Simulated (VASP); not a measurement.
# Os (Fm-3m) in VASP: notebook

Runs on Os. Level: PBE. Tasks: single point, relaxation of cell and atoms.

Everything below comes from runs of VASP 6.6.1. Logs are shortened: lines on timing, memory, paths and dates and some standing lists are left out, and cuts for length are marked.

### 1 The cell of the first run

It takes space group Fm-3m (No. 225, cubic). Conventional cell: a = 3.564 Å, b = 3.564 Å, c = 3.564 Å, α = 90.00°, β = 90.00°, γ = 90.00°. Os (site symmetry m-3m) has 12 Os at 2.52 Å within 3.3 Å.

### 2 Single point, PBE

File INCAR:

```
PREC = Accurate
ENCUT = 520
EDIFF = 1E-6
ISMEAR = -1
SIGMA = 0.1
LREAL = F
LASPH = T
NELM = 100
ALGO = Normal
ISIF = 2
LWAVE = F
LCHARG = T
GGA = PE
LELF = T
LVHAR = T
NBANDS = 10
```

File KPOINTS:

```
regular mesh
0
Gamma
  19 19 19
```

File POSCAR:

```
Os
1.0
    0.0000000000      1.7821185038      1.7821185038
    1.7821185038      0.0000000000      1.7821185038
    1.7821185038      1.7821185038      0.0000000000
Os
1
Direct
    0.0000000000      0.0000000000      0.0000000000
```

Potentials or basis: VASP PAW PBE potentials, release 64 (Os).

Command:

```
cat potpaw_PBE.64/Os/POTCAR > POTCAR
mpirun -np 1 vasp_std > vasp.out
```

OUTCAR:

```text
PREC = Accurate
   ENCUT = 520
   EDIFF = 1E-6
   ISMEAR = -1
   LREAL = F
   LASPH = T
   NELM = 100
   ISIF = 2
   GGA = PE

 ion  position               nearest neighbor table
   1  0.000  0.000  0.000-

  LATTYP: Found a face centered cubic cell.
 ALAT       =     3.5642370076

  Lattice vectors:

 A1 = (   0.0000000000,   1.7821185038,   1.7821185038)
 A2 = (   1.7821185038,   0.0000000000,   1.7821185038)
 A3 = (   1.7821185038,   1.7821185038,   0.0000000000)

Analysis of symmetry for initial positions (statically):
=====================================================================
 Subroutine PRICEL returns:
 Original cell was already a primitive cell.

 Routine SETGRP: Setting up the symmetry group for a
 face centered cubic supercell.

 Subroutine GETGRP returns: Found 48 space group operations
 (whereof 48 operations were pure point group operations)
 out of a pool of 48 trial point group operations.

The static configuration has the point symmetry O_h .

Analysis of symmetry for dynamics (positions and initial velocities):
=====================================================================
 Subroutine PRICEL returns:
 Original cell was already a primitive cell.

 Routine SETGRP: Setting up the symmetry group for a
 face centered cubic supercell.

 Subroutine GETGRP returns: Found 48 space group operations
 (whereof 48 operations were pure point group operations)
 out of a pool of 48 trial point group operations.

The dynamic configuration has the point symmetry O_h .

 Subroutine INISYM returns: Found 48 space group operations
 (whereof 48 operations are pure point group operations),
 and found     1 'primitive' translations

----------------------------------------------------------------------------------------

                                     Primitive cell

  volume of cell :      11.3198

  direct lattice vectors                    reciprocal lattice vectors
     0.000000000  1.782118504  1.782118504    -0.280564956  0.280564956  0.280564956
     1.782118504  0.000000000  1.782118504     0.280564956 -0.280564956  0.280564956
     1.782118504  1.782118504  0.000000000     0.280564956  0.280564956 -0.280564956

  length of vectors
     2.520296158  2.520296158  2.520296158     0.485952759  0.485952759  0.485952759

  position of ions in fractional coordinates (direct lattice)
     0.000000000  0.000000000  0.000000000

  ion indices of the primitive-cell ions
   primitive index   ion index
                 1           1

----------------------------------------------------------------------------------------

 KPOINTS: regular mesh

Automatic generation of k-mesh.
 Grid dimensions read from file:
 generate k-points for:   19   19   19

 Generating k-lattice:

  Cartesian coordinates                     Fractional coordinates (reciprocal lattice)
    -0.014766577  0.014766577  0.014766577     0.052631579  0.000000000  0.000000000
     0.014766577 -0.014766577  0.014766577     0.000000000  0.052631579  0.000000000
     0.014766577  0.014766577 -0.014766577     0.000000000  0.000000000  0.052631579

  Length of vectors
     0.025576461  0.025576461  0.025576461

  Shift w.r.t. Gamma in fractional coordinates (k-lattice)
     0.000000000  0.000000000  0.000000000

 Subroutine IBZKPT returns following result:
 ===========================================

 Found    220 irreducible k-points:

 Following reciprocal coordinates:
            Coordinates               Weight
  0.000000  0.000000  0.000000      1.000000
  0.052632  0.000000  0.000000      8.000000
  0.105263  0.000000  0.000000      8.000000
  0.157895  0.000000  0.000000      8.000000
  0.210526  0.000000  0.000000      8.000000
  0.263158  0.000000  0.000000      8.000000
[... 16 lines left out ...]
 -0.315789  0.052632  0.000000     24.000000
 -0.263158  0.052632  0.000000     24.000000
 [... further k-points ...]
   k-points           NKPTS =    220   k-points in BZ     NKDIM =    220   number of bands    NBANDS=     10
   number of dos      NEDOS =    301   number of ions     NIONS =      1
   total plane-waves  NPLWV =   8000
   dimension x,y,z NGX =    20 NGY =   20 NGZ =   20
   dimension x,y,z NGXF=    40 NGYF=   40 NGZF=   40
   ions per type =               1
   NGX,Y,Z   is equivalent  to a cutoff of  13.19, 13.19, 13.19 a.u.
   NGXF,Y,Z  is equivalent  to a cutoff of  26.39, 26.39, 26.39 a.u.
 SYSTEM =  unknown system
   PREC   = accura    normal or accurate (medium, high low for compatibility)
   ISTART =      0    job   : 0-new  1-cont  2-samecut
   ICHARG =      2    charge: 1-file 2-atom 10-const
   ISPIN  =      1    spin polarized calculation?
   LNONCOLLINEAR =      F non collinear calculations
   LSORBIT =      F    spin-orbit coupling
   LASPH  =      T    aspherical Exc in radial PAW
   ENCUT  =  520.0 eV  38.22 Ry    6.18 a.u.   4.69  4.69  4.69*2*pi/ulx,y,z
   NELM   =    100;   NELMIN=  2; NELMDL= -5     # of ELM steps
   EDIFF  = 0.1E-05   stopping-criterion for ELM
   LREAL  =      F    real-space projection
   EDIFFG = 0.1E-04   stopping-criterion for IOM
   NSW    =      0    number of steps for IOM
   IBRION =     -1    ionic relax: 0-MD 1-quasi-New 2-CG
   NFREE  =      0    steps in history (QN), initial steepest desc. (CG)
   ISIF   =      2    stress and relaxation
   ISYM   =      2    0-nonsym 1-usesym 2-fastsym
   POTIM  = 0.5000    time-step for ionic-motion
   TEBEG  =    0.0;   TEEND  =   0.0 temperature during run
   PSTRESS=    0.0 pullay stress
   NELECT =       8.0000    total number of electrons
   NUPDOWN=      -1.0000    fix difference up-down
   EMIN   =  10.00;   EMAX   =-10.00  energy-range for DOS
   EFERMI =   0.00;   METHOD = LEGACY
   ISMEAR =    -1;   SIGMA  =   0.10  broadening in eV -4-tet -1-fermi 0-gaus
   EFERMI_NEDOS =   21; number of points for ismear=-14 and -15
   IALGO  =     38    algorithm
   IMIX   =      4    mixing-type and parameters
     AMIX     =   0.40;   BMIX     =  1.00
     AMIX_MAG =   1.60;   BMIX_MAG =  1.00
  volume/ion in A,a.u.               =      11.32        76.39
  Fermi-wavevector in a.u.,A,eV,Ry     =   1.458226  2.755648 28.931753  2.126424
  Thomas-Fermi vector in A             =   2.574935
   LORBIT       =      0    0 simple, 1 ext, 2 COOP (PROOUT), +10 PAW based schemes
   GGA     = PE    functional components
   LHFCALC =     F    Hartree Fock is set to
   AEXX    =    0.0000 exact exchange contribution
   IVDW    =     0    specifies the selected vdW correction
   LEPSILON=     F    determine dielectric tensor
   LRPA    =     F    only Hartree local field effects (RPA)
 non-spin polarized calculation
  energy-cutoff  :      520.00
  volume of cell :       11.32
 maximum number of plane-waves:       316
   NGX =  9   NGY =  9   NGZ =  9

 number of electron       8.0000000 magnetization

 Free energy of the ion-electron system (eV)
  ---------------------------------------------------
  ext. energy  EPLUGINS =         0.00000000
  ---------------------------------------------------
  free energy    TOTEN  =        -9.88080674 eV

  energy without entropy =       -9.86539671  energy(sigma->0) =       -9.87310173

 E-fermi :  12.9347     XC(G=0): -15.3050

 val. band max:       12.9315416700   @ k =  -0.2632   0.0526   0.0000
 cond. band min:      12.9728023591   @ k =   0.4737   0.3158   0.1053
 fundamental gap:      0.0412606891
 Fermi energy:        12.9347431239

 k-point     1 :       0.0000    0.0000    0.0000
  band No.  band energies     occupation
      1       0.0936      2.00000
      2       8.7691      2.00000
      3       8.7691      2.00000
      4       8.7691      2.00000
      5      13.0018      0.67673
      6      13.0018      0.67673
      7      26.7932      0.00000
      8      33.9879      0.00000
      9      33.9879      0.00000
     10      33.9879      0.00000

 k-point     2 :       0.0526    0.0000    0.0000
  band No.  band energies     occupation
      1       0.2621      2.00000
      2       8.6558      2.00000
      3       8.8496      2.00000
      4       8.8496      2.00000
      5      12.9306      1.02084
      6      12.9306      1.02084
      7      27.1236      0.00000
      8      33.1768      0.00000
      9      34.3006      0.00000
     10      34.3006      0.00000

 k-point     3 :       0.1053    0.0000    0.0000
  band No.  band energies     occupation
      1       0.7447      2.00000
      2       8.3688      2.00000
      3       9.0633      2.00000
      4       9.0633      2.00000
      5      12.7650      1.69044
      6      12.7650      1.69044
      7      28.0262      0.00000
      8      31.7050      0.00000
      9      35.2120      0.00000
     10      35.2120      0.00000

 k-point     4 :       0.1579    0.0000    0.0000
  band No.  band energies     occupation
      1       1.4625      2.00000
      2       8.0519      2.00000
      3       9.3147      2.00000
      4       9.3147      2.00000
      5      12.6484      1.89205
      6      12.6484      1.89205
      7      28.9207      0.00000
      8      30.7207      0.00000
      9      36.6542      0.00000
     10      36.6542      0.00000

 k-point     5 :       0.2105    0.0000    0.0000
  band No.  band energies     occupation
      1       2.2541      2.00000
      2       7.9218      2.00000
      3       9.4416      2.00000
      4       9.4416      2.00000
      5      12.7910      1.61612
      6      12.7910      1.61612
      7      28.2133      0.00000
      8      31.7294      0.00000
      9      38.5408      0.00000
     10      38.5408      0.00000

 k-point     6 :       0.2632    0.0000    0.0000
  band No.  band energies     occupation
      1       2.8698      2.00000
      2       8.2457      2.00000
      3       9.3458      2.00000
      4       9.3458      2.00000
      5      13.3153      0.04353
      6      13.3153      0.04353
      7      27.1198      0.00000
      8      32.8837      0.00000
      9      40.7797      0.00000
     10      40.7833      0.00000

 k-point     7 :       0.3158    0.0000    0.0000
  band No.  band energies     occupation
      1       3.1374      2.00000
      2       9.1043      2.00000
      3       9.1043      2.00000
      4       9.1621      2.00000
      5      14.1284      0.00001
      6      14.1284      0.00001
      7      26.1977      0.00000
      8      32.2939      0.00000
      9      40.8825      0.00000
     10      40.9202      0.00000

 k-point     8 :       0.3684    0.0000    0.0000
  band No.  band energies     occupation
      1       3.1427      2.00000
      2       8.8397      2.00000
      3       8.8397      2.00000
      4      10.4830      2.00000
      5      15.0399      0.00000
      6      15.0399      0.00000
      7      25.5270      0.00000
      8      30.2522      0.00000
      9      38.4524      0.00000
     10      38.4524      0.00000

 k-point     9 :       0.4211    0.0000    0.0000
  band No.  band energies     occupation
      1       3.0597      2.00000
      2       8.6307      2.00000
      3       8.6307      2.00000
      4      11.8238      1.99997
      5      15.8421      0.00000
      6      15.8421      0.00000
      7      25.1600      0.00000
      8      28.1228      0.00000
      9      36.6484      0.00000
     10      36.6484      0.00000
[... 118 lines left out ...]
 k-point    19 :       0.4737    0.0526    0.0000
  band No.  band energies     occupation
      1       3.1580      2.00000
      2       8.3511      2.00000
      3       8.6941      2.00000
      4      12.0405      1.99974
      5      16.3797      0.00000
      6      16.5448      0.00000
      7      25.1023      0.00000
      8      27.2320      0.00000
      9      35.5949      0.00000
     10      36.1785      0.00000

 k-point    20 :      -0.4737    0.0526    0.0000
  band No.  band energies     occupation
      1       3.1367      2.00000
      2       8.3329      2.00000
      3       8.6318      2.00000
      4      12.3664      1.99322
      5      16.2918      0.00000
      6      16.9645      0.00000
      7      25.0258      0.00000
      8      26.7869      0.00000
      9      35.4674      0.00000
     10      35.6655      0.00000

 k-point    21 :      -0.4211    0.0526    0.0000
  band No.  band energies     occupation
      1       3.1838      2.00000
      2       8.4368      2.00000
      3       8.6850      2.00000
      4      11.8050      1.99998
      5      15.7281      0.00000
      6      16.7935      0.00000
      7      25.1913      0.00000
      8      27.6627      0.00000
      9      35.7193      0.00000
     10      36.6988      0.00000

 k-point    22 :      -0.3684    0.0526    0.0000
  band No.  band energies     occupation
      1       3.2716      2.00000
      2       8.6464      2.00000
      3       8.8490      2.00000
      4      10.6351      2.00000
      5      14.8458      0.00000
      6      16.1555      0.00000
      7      25.5921      0.00000
      8      29.4982      0.00000
      9      36.8416      0.00000
     10      38.5432      0.00000

 k-point    23 :      -0.3158    0.0526    0.0000
  band No.  band energies     occupation
      1       3.3159      2.00000
      2       8.9161      2.00000
      3       9.0991      2.00000
      4       9.3327      2.00000
      5      13.8490      0.00021
      6      15.2704      0.00000
      7      26.2262      0.00000
      8      31.6659      0.00000
      9      38.4041      0.00000
     10      40.9938      0.00000

 k-point    24 :      -0.2632    0.0526    0.0000
  band No.  band energies     occupation
      1       3.1543      2.00000
      2       8.2661      2.00000
      3       9.2382      2.00000
      4       9.3749      2.00000
      5      12.9315      1.01601
      6      14.3559      0.00000
      7      27.0844      0.00000
      8      33.0136      0.00000
      9      39.1959      0.00000
     10      39.9577      0.00000

 [... further k-points ...]
[... 5 lines left out ...]
  --------------------------------------------------------------------------------------
  -------------------------------------------------------------------------------------
  Total       11.7215046     11.7215046     11.7215046      0.0000000      0.0000000      0.0000000
  in kB     1659.0298828   1659.0298828   1659.0298828      0.0000000      0.0000000      0.0000000
  external PRESSURE =    1659.0298828 kB  Pullay stress =       0.0000000 kB

 VOLUME and BASIS-vectors are now :
 -----------------------------------------------------------------------------
  energy-cutoff  :      520.00
  volume of cell :       11.32
      direct lattice vectors                 reciprocal lattice vectors
     0.000000000  1.782118504  1.782118504    -0.280564956  0.280564956  0.280564956
     1.782118504  0.000000000  1.782118504     0.280564956 -0.280564956  0.280564956
     1.782118504  1.782118504  0.000000000     0.280564956  0.280564956 -0.280564956

 POSITION                                       TOTAL-FORCE (eV/Angst)
 -----------------------------------------------------------------------------------
      0.00000      0.00000      0.00000        -0.000000      0.000000     -0.000000
 -----------------------------------------------------------------------------------
    total drift:                               -0.000000     -0.000000     -0.000000

  FREE ENERGIE OF THE ION-ELECTRON SYSTEM (eV)
  ---------------------------------------------------
  free  energy   TOTEN  =        -9.8808067418 eV

  energy  without entropy=       -9.8653967148  energy(sigma->0) =       -9.87310173
```

Wall time 28 s (1 thread of AMD EPYC 7R43 (Zen 3), shared host); peak memory 0.11 GiB.

Results:

- Free energy: -9.8808 eV
- Pressure: 165.9 GPa
- Band gap on the k mesh: zero (band 4 reaches 16.33 eV, above the bottom of band 5 at 10.97 eV)

Levels at points of the mesh, in eV from the Fermi level:
```csv
k point,band 1,band 2,band 3,band 4,band 5,band 6,band 7,band 8
"(0.00, 0.00, 0.00)",-12.84,-4.17,-4.17,-4.17,0.07,0.07,13.86,21.05
```

Caveat: spin-orbit coupling is left out, which moves the levels of the heavy elements.

(Part 1 of 2 ends here.)
